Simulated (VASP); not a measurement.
A run of VASP 6.6.1 is set up as follows.

POSCAR

```
Fe
1.0
    2.4119842960      0.0000000000      0.0000000000
    0.0000000000      2.4119842960      0.0000000000
    0.0000000000      0.0000000000      2.4119842960
Fe
1
Direct
    0.0000000000      0.0000000000      0.0000000000
```

The input INCAR.step1:

```
PREC = Accurate
ENCUT = 520
ISMEAR = 0
SIGMA = 0.1
LREAL = False
LASPH = True
NELM = 150
ISPIN = 2
MAGMOM = 3.07
LMAXMIX = 4
NBANDS = 14
GGA = PE
ALGO = Normal
EDIFF = 1E-4
LWAVE = True
LCHARG = False
```

INCAR.step2

```
PREC = Accurate
ENCUT = 520
EDIFF = 1E-6
ISMEAR = 0
SIGMA = 0.1
LREAL = False
LASPH = True
NELM = 150
ALGO = Normal
ISIF = 2
LWAVE = False
LCHARG = False
ISPIN = 2
MAGMOM = 3.07
LORBIT = 11
LMAXMIX = 4
METAGGA = R2SCAN
LMIXTAU = True
NBANDS = 14
ISTART = 1
```

The input KPOINTS:

```
Automatic mesh
0
Gamma
  22 22 22
```

Potentials or basis: VASP PAW PBE potentials, release 64 (Fe).

Run with:

```sh
$ cat potpaw_PBE.64/Fe/POTCAR > POTCAR
$ cp INCAR.step1 INCAR
$ mpirun -np 1 vasp_std > vasp.out
$ cp INCAR.step2 INCAR
$ mpirun -np 1 vasp_std > vasp.out
```

Problem. Predict the pressure.

Solution. -0.3 GPa.

Problem. Estimate the site moments.

Solution. Fe +2.93 μB.

Caveat: the PAW data sets were made with another functional, which shifts forces and pressure a little.
